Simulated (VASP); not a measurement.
Crystal: Ag2O.

```
CELL_PARAMETERS angstrom
4.81198 0.00000 0.00000
0.00000 4.81198 0.00000
0.00000 0.00000 4.81198
ATOMIC_POSITIONS crystal
Ag 0.25000 0.25000 0.25000
Ag 0.25000 0.75000 0.75000
Ag 0.75000 0.75000 0.25000
Ag 0.75000 0.25000 0.75000
O 0.00000 0.00000 0.00000
O 0.50000 0.50000 0.50000
```

```yaml
Program: VASP 6.6.1
Task: relaxation of cell and atoms
Functional: PBEsol
Potentials_or_basis: VASP PAW PBE potentials, release 64 (Ag, O)
Cutoff: 600 eV
k_mesh: 8 × 8 × 8
Occupations: gaussian, width 0.1 eV
Spin: no spin polarisation
```

At the start: pressure -5.1 GPa; volume 18.57 Å³/atom.

Q: Where does the relaxation end?

A: Over 3 steps the energy falls by 21.2 meV/atom and the volume is 17.33 Å³/atom (-6.7 %); space group Pn-3m (No. 224, to 0.1 Å) before and after.

The path:
```
step  energy change (eV)  largest force (eV/Å)  pressure (GPa)  volume (Å³)
   1              0.0000                0.0000           -5.09       111.42
   2             -0.1182                0.0000            1.61       102.18
   3             -0.1270                0.0000            0.01       103.97
```

Final structure:
```
CELL_PARAMETERS angstrom
4.70221 0.00000 0.00000
0.00000 4.70221 0.00000
0.00000 0.00000 4.70221
ATOMIC_POSITIONS crystal
Ag 0.25000 0.25000 0.25000
Ag 0.25000 0.75000 0.75000
Ag 0.75000 0.75000 0.25000
Ag 0.75000 0.25000 0.75000
O 0.00000 0.00000 0.00000
O 0.50000 0.50000 0.50000
```

Caveat: the PAW data sets were made with another functional, which shifts forces and pressure a little.
